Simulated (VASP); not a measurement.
# O (P-1) in VASP: electric field gradients with r2SCAN

Aim: the electric field gradients of O with r2SCAN.

Everything below comes from runs of VASP 6.6.1. Logs are shortened: lines on timing, memory, paths and dates and some standing lists are left out, and cuts for length are marked.

**1. The cell of the first run**

The typed cell holds 2 atoms: a = 3.884 Å, b = 3.605 Å, c = 2.527 Å, α = 79.95°, β = 66.92°, γ = 40.79°.

**2. Electric field gradients, r2SCAN**

POSCAR reads:

```
O
1.0
   -0.1090480000      2.0406530000      3.3026990000
    1.4114530000     -0.0964640000      3.3152830000
    1.4361990000      2.0779830000     -0.0717180000
O
2
Direct
    0.0871000000      0.0871000000      0.9129000000
    0.9129000000      0.9129000000      0.0871000000
```

INCAR.step1 reads:

```
ALGO = Normal
EDIFF = 1E-4
ENCUT = 520
GGA = PE
ISMEAR = -1
LASPH = True
LCHARG = False
LREAL = False
LWAVE = True
NBANDS = 13
NELM = 80
PREC = Accurate
SIGMA = 0.01
```

INCAR.step2 reads:

```
ALGO = Normal
EDIFF = 1E-8
ENCUT = 520
ISIF = 2
ISMEAR = -1
ISTART = 1
LASPH = True
LCHARG = False
LEFG = True
LMIXTAU = True
LREAL = False
LWAVE = False
METAGGA = R2SCAN
NBANDS = 13
NELM = 80
PREC = Accurate
SIGMA = 0.01
```

KPOINTS reads:

```
k-points
0
Gamma
  12 12 12
```

Potentials or basis: VASP PAW PBE potentials, release 64 (O).

Launch:

```sh
cat potpaw_PBE.64/O/POTCAR > POTCAR
cp INCAR.step1 INCAR
mpirun -np 1 vasp_std > vasp.out
cp INCAR.step2 INCAR
mpirun -np 1 vasp_std > vasp.out
```

OUTCAR:

```text
EDIFF = 1E-8
   ENCUT = 520
   ISIF = 2
   ISMEAR = -1
   ISTART = 1
   LASPH = True
   LREAL = False
   METAGGA = R2SCAN
   NELM = 80
   PREC = Accurate

 ion  position               nearest neighbor table
   1  0.087  0.087  0.913-   2 1.17
   2  0.913  0.913  0.087-   1 1.17

  Warning from LATTYP: Got some problem with cell dimensions!
  Tried to take original basis but could not verify dimensions!
  LATTYP: Found a triclinic cell.
 ALAT       =     2.5270188736
 B/A-ratio  =     1.9880676726
 C/A-ratio  =     1.0379232487
 COS(alpha) =     0.0023333183
 COS(beta)  =     0.3406841852
 COS(gamma) =     0.7029828328

  Lattice vectors:

 A1 = (   1.4361990000,   2.0779830000,  -0.0717180000)
 A2 = (   2.9814460000,   2.1153130000,  -3.4461350000)
 A3 = (  -1.5205010000,   2.1371170000,  -0.0125840000)

Analysis of symmetry for initial positions (statically):
=====================================================================
 Subroutine PRICEL returns:
 Original cell was already a primitive cell.

 Routine SETGRP: Setting up the symmetry group for a
 triclinic supercell.

 Subroutine GETGRP returns: Found  2 space group operations
 (whereof  2 operations were pure point group operations)
 out of a pool of  2 trial point group operations.

The static configuration has the point symmetry S_2 .

Analysis of symmetry for dynamics (positions and initial velocities):
=====================================================================
 Subroutine PRICEL returns:
 Original cell was already a primitive cell.

 Routine SETGRP: Setting up the symmetry group for a
 triclinic supercell.

 Subroutine GETGRP returns: Found  2 space group operations
 (whereof  2 operations were pure point group operations)
 out of a pool of  2 trial point group operations.

The dynamic configuration has the point symmetry S_2 .

 Subroutine INISYM returns: Found  2 space group operations
 (whereof  2 operations are pure point group operations),
 and found     1 'primitive' translations

----------------------------------------------------------------------------------------

                                     Primitive cell

  volume of cell :      20.8177

  direct lattice vectors                    reciprocal lattice vectors
    -0.109048000  2.040653000  3.302699000    -0.330592409  0.233581314  0.147543312
     1.411453000 -0.096464000  3.315283000     0.336698763 -0.227474960  0.151668010
     1.436199000  2.077983000 -0.071718000     0.340283679  0.241290928 -0.137852042

  length of vectors
     3.883809575  3.604525800  2.527018874     0.430837092  0.433721223  0.439337547

  position of ions in fractional coordinates (direct lattice)
     0.087100000  0.087100000  0.912900000
     0.912900000  0.912900000  0.087100000

  ion indices of the primitive-cell ions
   primitive index   ion index
                 1           1
                 2           2

----------------------------------------------------------------------------------------

 KPOINTS: k-points

Automatic generation of k-mesh.
 Grid dimensions read from file:
 generate k-points for:   12   12   12

 Generating k-lattice:

  Cartesian coordinates                     Fractional coordinates (reciprocal lattice)
    -0.027549367  0.019465109  0.012295276     0.083333333  0.000000000 -0.000000000
     0.028058230 -0.018956247  0.012639001     0.000000000  0.083333333 -0.000000000
     0.028356973  0.020107577 -0.011487670    -0.000000000 -0.000000000  0.083333333

  Length of vectors
     0.035903091  0.036143435  0.036611462

  Shift w.r.t. Gamma in fractional coordinates (k-lattice)
     0.000000000  0.000000000  0.000000000
[... 37 lines left out ...]
   dimension x,y,z NGXF=    60 NGYF=   56 NGZF=   40
   ions per type =               2
   NGX,Y,Z   is equivalent  to a cutoff of  12.84, 12.91, 13.16 a.u.
   NGXF,Y,Z  is equivalent  to a cutoff of  25.68, 25.83, 26.31 a.u.
 SYSTEM =  unknown system
   PREC   = accura    normal or accurate (medium, high low for compatibility)
   ISTART =      1    job   : 0-new  1-cont  2-samecut
   ICHARG =      0    charge: 1-file 2-atom 10-const
   ISPIN  =      1    spin polarized calculation?
   LNONCOLLINEAR =      F non collinear calculations
   LSORBIT =      F    spin-orbit coupling
   LASPH  =      T    aspherical Exc in radial PAW
   ENCUT  =  520.0 eV  38.22 Ry    6.18 a.u.   7.22  6.70  4.70*2*pi/ulx,y,z
   NELM   =     80;   NELMIN=  2; NELMDL=  0     # of ELM steps
   EDIFF  = 0.1E-07   stopping-criterion for ELM
   LREAL  =      F    real-space projection
   EDIFFG = 0.1E-06   stopping-criterion for IOM
   NSW    =      0    number of steps for IOM
   IBRION =     -1    ionic relax: 0-MD 1-quasi-New 2-CG
   NFREE  =      0    steps in history (QN), initial steepest desc. (CG)
   ISIF   =      2    stress and relaxation
   ISYM   =      2    0-nonsym 1-usesym 2-fastsym
   POTIM  = 0.5000    time-step for ionic-motion
   TEBEG  =    0.0;   TEEND  =   0.0 temperature during run
   PSTRESS=    0.0 pullay stress
   NELECT =      12.0000    total number of electrons
   NUPDOWN=      -1.0000    fix difference up-down
   EMIN   =  10.00;   EMAX   =-10.00  energy-range for DOS
   EFERMI =   0.00;   METHOD = LEGACY
   ISMEAR =    -1;   SIGMA  =   0.01  broadening in eV -4-tet -1-fermi 0-gaus
   EFERMI_NEDOS =   21; number of points for ismear=-14 and -15
   IALGO  =     38    algorithm
   IMIX   =      4    mixing-type and parameters
     AMIX     =   0.40;   BMIX     =  1.00
     AMIX_MAG =   1.60;   BMIX_MAG =  1.00
  volume/ion in A,a.u.               =      10.41        70.24
  Fermi-wavevector in a.u.,A,eV,Ry     =   1.362461  2.574678 25.256499  1.856300
  Thomas-Fermi vector in A             =   2.488949
   LORBIT       =      0    0 simple, 1 ext, 2 COOP (PROOUT), +10 PAW based schemes
   METAGGA = R2SCAN    functional components
   LHFCALC =     F    Hartree Fock is set to
   AEXX    =    0.0000 exact exchange contribution
   IVDW    =     0    specifies the selected vdW correction
   LEPSILON=     F    determine dielectric tensor
   LRPA    =     F    only Hartree local field effects (RPA)
 non-spin polarized calculation
  energy-cutoff  :      520.00
  volume of cell :       20.82
 maximum number of plane-waves:       576
 NGX is ok and might be reduce to    30
   NGX = 15   NGY = 13   NGZ =  9

 number of electron      12.0000003 magnetization

 Free energy of the ion-electron system (eV)
  ---------------------------------------------------
  ext. energy  EPLUGINS =         0.00000000
  ---------------------------------------------------
  free energy    TOTEN  =       -11.04410448 eV

  energy without entropy =      -11.04373462  energy(sigma->0) =      -11.04391955

 E-fermi :   1.1139     XC(G=0): -10.5339

 val. band max:        1.1096440243   @ k =   0.0833   0.1667   0.1667
 cond. band min:       1.1179661657   @ k =   0.1667  -0.3333   0.4167
 fundamental gap:      0.0083221414
 Fermi energy:         1.1138919722

 k-point     1 :       0.0000    0.0000    0.0000
  band No.  band energies     occupation
      1     -29.1277      2.00000
      2     -13.8719      2.00000
      3      -8.8835      2.00000
      4      -5.8637      2.00000
      5      -5.4258      2.00000
      6       1.6786      0.00000
      7       2.3230      0.00000
      8      11.1595      0.00000
      9      14.0366      0.00000
     10      17.5528      0.00000
     11      21.8916      0.00000
     12      22.9493      0.00000
     13      27.3955      0.00000
[... 354 lines left out ...]
  band No.  band energies     occupation
      1     -28.9751      2.00000
      2     -14.4944      2.00000
      3      -7.6766      2.00000
      4      -6.5054      2.00000
      5      -5.5568      2.00000
      6       1.3979      0.00000
      7       2.3006      0.00000
      8      11.2180      0.00000
      9      13.5030      0.00000
     10      16.8835      0.00000
     11      20.3726      0.00000
     12      25.3417      0.00000
     13      27.3450      0.00000

 [... further k-points ...]

------------------------ aborting loop because EDIFF is reached ----------------------------------------

  FORCE on cell =-STRESS in cart. coord.  units (eV):
  Direction    XX          YY          ZZ          XY          YZ          ZX
  --------------------------------------------------------------------------------------
  -------------------------------------------------------------------------------------
  Total       -0.6687111     -1.2915278      7.0549419      0.1140769      0.2750862      0.2200742
  in kB      -51.4654491    -99.3987602    542.9635227      8.7796033     21.1712253     16.9373828
  external PRESSURE =     130.6997711 kB  Pullay stress =       0.0000000 kB

 VOLUME and BASIS-vectors are now :
 -----------------------------------------------------------------------------
  energy-cutoff  :      520.00
  volume of cell :       20.82
      direct lattice vectors                 reciprocal lattice vectors
    -0.109048000  2.040653000  3.302699000    -0.330592409  0.233581314  0.147543312
     1.411453000 -0.096464000  3.315283000     0.336698763 -0.227474960  0.151668010
     1.436199000  2.077983000 -0.071718000     0.340283679  0.241290928 -0.137852042

 POSITION                                       TOTAL-FORCE (eV/Angst)
 -----------------------------------------------------------------------------------
      1.42455      2.06633      0.51095         0.048695      0.203455      5.215413
      1.31406      1.95584      6.03531        -0.048695     -0.203455     -5.215413
 -----------------------------------------------------------------------------------
    total drift:                                0.000000      0.000000      0.000000

  FREE ENERGIE OF THE ION-ELECTRON SYSTEM (eV)
  ---------------------------------------------------
  free  energy   TOTEN  =       -11.0441044824 eV

  energy  without entropy=      -11.0437346198  energy(sigma->0) =      -11.04391955

 Electric field gradients (V/A^2)
---------------------------------------------------------------------
 ion       V_xx      V_yy      V_zz      V_xy      V_xz      V_yz
---------------------------------------------------------------------
   1     -63.941   -49.925   113.866    -1.168    -3.835    -4.444
   2     -63.941   -49.925   113.866    -1.168    -3.835    -4.444
---------------------------------------------------------------------

 Electric field gradients after diagonalization (V/A^2)
 (convention: |V_zz| > |V_xx| > |V_yy|)
----------------------------------------------------------------------
 ion       V_xx      V_yy      V_zz     asymmetry (V_yy - V_xx)/ V_zz
----------------------------------------------------------------------
   1     -64.137   -49.931   114.068       0.125
   2     -64.137   -49.931   114.068       0.125
----------------------------------------------------------------------

           NMR quadrupolar parameters

 Cq : quadrupolar parameter    Cq=e*Q*V_zz/h
 eta: asymmetry parameters     (V_yy - V_xx)/ V_zz
 Q  : nuclear electric quadrupole moment in mb (millibarn)
----------------------------------------------------------------------
 ion       Cq(MHz)       eta       Q (mb)
----------------------------------------------------------------------
   1       0.276       0.125       1.000
   2       0.276       0.125       1.000
----------------------------------------------------------------------
```

Wall time 8.3 min (1 thread of Intel Xeon 6975P-C (Granite Rapids), shared host); peak memory 0.28 GiB.

What came out:

| Quantity | Value |
| --- | --- |
| Free energy | -11.0441 eV |
| Pressure | 13.1 GPa |
| Largest force | 5.220 eV/Å |
| Band gap on the k mesh | zero (bands 6 and 7 overlap by 1.69 eV) |
| Largest electric field gradient by atom | O +114.1 V/Å² |

Forces in eV/Å, atoms in the order of the input:
```
O    0.049  0.203  5.215
O   -0.049 -0.203 -5.215
```

Stress tensor (GPa, compression positive):
```
-5.15  0.88  1.69
 0.88 -9.94  2.12
 1.69  2.12 54.30
```

Electric field gradients, principal values (V/Å²):
| atom | least | middle | greatest (by size) |
| --- | --- | --- | --- |
| 1 O | -49.931 | -64.137 | 114.068 |
| 2 O | -49.931 | -64.137 | 114.068 |

Caveat: the standard files for N, O and F lose accuracy on very short bonds; spin is off for a triplet molecule; the cell stands under pressure; without QUAD_EFG the Cq values of the log hold for a quadrupole moment of 1 mb, not for the nuclei; the PAW data sets were made with another functional, which shifts forces and pressure a little.
